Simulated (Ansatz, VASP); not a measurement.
## Two plane-wave programs on W

```
W
1.0
     4.98722    0.00886   -0.01077
    -0.01038    4.93120   -0.88897
     0.01561   -0.80831    7.12494
W
10
Direct
  0.72204 0.13012 0.52118
  0.72216 0.31440 0.90460
  0.22194 0.35428 0.39842
  0.22226 0.09025 0.02736
  0.47869 0.72215 0.71289
  0.22208 0.85742 0.39665
  0.72219 0.91810 0.12095
  0.72200 0.52643 0.30482
  0.96550 0.72237 0.71288
  0.22211 0.58710 0.02911
```

Alike in both runs: task relaxation of cell and atoms; functional PBE; k mesh 4 × 4 × 3; occupations gaussian, width 0.1 eV; no spin polarisation.

|  | VASP | Ansatz |
| --- | --- | --- |
| version | VASP 6.6.1 | Ansatz 0.2.0 |
| potentials or method | VASP PAW PBE potentials, release 64 (W_sv), cutoff 600 eV | scalar-relativistic, plane waves, PAW |
| valence electrons in the cell | 140 | 140 |

VASP gave:

- gap on the k mesh at the Fermi level, each at its own relaxed structure (eV): none
- relaxed volume (Å³/atom): 17.29
- relaxed length of the cell vector where the two differ most in proportion (Å): 7.061

Task: Which values does Ansatz return?

Result: gap on the k mesh at the Fermi level, each at its own relaxed structure (eV): none; relaxed volume (Å³/atom): 17.26; relaxed length of the cell vector where the two differ most in proportion (Å): 7.019.

A gap of «none» marks a metal or a gap that the smearing closes. Ansatz's warnings: displaced walk ended near start symmetry, relaxation start displaced.

Spin-orbit coupling is off throughout.
